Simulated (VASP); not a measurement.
Hf2H:

```
Hf H
1.0
     2.72460    1.57305    1.85958
    -2.72460    1.57305    1.85958
     0.00000   -3.14610    1.85958
Hf H
2 1
Direct
  0.77591 0.77591 0.77591
  0.22409 0.22409 0.22409
  0.50000 0.50000 0.50000
```

* Program: VASP 6.6.1
* Task: relaxation of cell and atoms
* Functional: PBE
* Potentials or basis: VASP PAW PBE potentials, release 64 (Hf_pv, H)
* Cutoff: 600 eV
* k mesh: 6 × 6 × 6
* Occupations: gaussian, width 0.1 eV
* Spin: no spin polarisation

At the start: pressure 14.3 GPa; volume 15.94 Å³/atom.

Problem. How do energy, volume and symmetry change on relaxing?

Solution. Over 9 steps the energy falls by 559.0 meV/atom and the volume is 16.20 Å³/atom (+1.7 %); space group R-3m (No. 166, to 0.05 Å).

Step by step:
```csv
step,energy change (eV),largest force (eV/Å),pressure (GPa),volume (Å³)
1,0.0000,1.1185,14.29,47.82
2,-1.1841,1.5029,-11.12,56.70
3,-1.3501,1.6078,-5.01,53.63
4,-1.3529,1.6217,-5.90,54.01
5,-1.6519,0.3193,-2.12,50.27
6,-1.6738,0.0685,-0.44,49.10
7,-1.6743,0.1325,-0.13,48.91
8,-1.6765,0.0515,-0.06,48.73
9,-1.6769,0.0068,-0.03,48.61
```

Final structure:
```cif
data_structure
_symmetry_space_group_name_H-M 'P 1'
_symmetry_Int_Tables_number 1
_cell_length_a 3.6637
_cell_length_b 3.6637
_cell_length_c 3.6637
_cell_angle_alpha 84.849
_cell_angle_beta 84.849
_cell_angle_gamma 84.849
_cell_volume 48.61
loop_
_atom_site_label
_atom_site_type_symbol
_atom_site_fract_x
_atom_site_fract_y
_atom_site_fract_z
_atom_site_occupancy
Hf1 Hf 0.77051 0.77051 0.77051 1
Hf2 Hf 0.22949 0.22949 0.22949 1
H1 H 0.50000 0.50000 0.50000 1
```
